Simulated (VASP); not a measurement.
Mg2I:

```
CELL_PARAMETERS angstrom
4.17769 0.00000 0.00000
0.00000 4.17769 0.00000
0.00000 0.00000 4.78621
ATOMIC_POSITIONS crystal
Mg 0.00000 0.50000 0.00000
Mg 0.50000 0.00000 0.00000
I 0.50000 0.50000 0.00000
```

* Program: VASP 6.6.1
* Task: relaxation of cell and atoms
* Functional: PBE
* Potentials or basis: VASP PAW PBE potentials, release 64 (Mg, I)
* Cutoff: 600 eV
* k mesh: 4 × 4 × 4
* Occupations: gaussian, width 0.1 eV
* Spin: no spin polarisation

At the start: pressure 53.6 GPa; volume 27.84 Å³/atom.

**Question.** How do energy, volume and symmetry change on relaxing?

**Answer.** Over 13 steps the energy falls by 3767.4 meV/atom and the volume is 47.17 Å³/atom (+69.4 %); space group P4/mmm (No. 123, to 0.05 Å).

Step by step:
| step | energy change (eV) | largest force (eV/Å) | pressure (GPa) | volume (Å³) |
| --- | --- | --- | --- | --- |
| 1 | 0.0000 | 0.0000 | 53.61 | 83.53 |
| 2 | -10.6918 | 0.0000 | -1.32 | 231.01 |
| 3 | -10.7670 | 0.0000 | 1.51 | 153.79 |
| 4 | -10.9727 | 0.0000 | -0.73 | 195.06 |
| 5 | -10.9985 | 0.0000 | -0.27 | 180.87 |
| 6 | -10.9997 | 0.0000 | -0.36 | 183.25 |
| 7 | -11.0215 | 0.0000 | -0.43 | 179.96 |
| 8 | -11.0997 | 0.0000 | -0.56 | 170.09 |
| 9 | -11.2660 | 0.0000 | -0.49 | 150.41 |
| 10 | -11.1233 | 0.0000 | 4.63 | 111.28 |
| 11 | -11.2976 | 0.0000 | -0.26 | 144.44 |
| 12 | -11.3010 | 0.0000 | 0.00 | 140.19 |
| 13 | -11.3021 | 0.0000 | -0.07 | 141.52 |

Final structure:
```xyz
3
Lattice="6.2466 0.0000 0.0000 0.0000 6.2466 0.0000 0.0000 0.0000 3.6267" Properties=species:S:1:pos:R:3 pbc="T T T"
Mg    0.0000    3.1233    3.6267
Mg    3.1233    0.0000    3.6267
I     3.1233    3.1233    0.0000
```

Caveat: the k points lie up to 0.43 Å⁻¹ apart in the final cell; the volume moved by over 15 % at a fixed basis, so the end points are rough; an odd number of electrons without spin polarisation forces a metal; a magnetic or distorted state may lie lower.
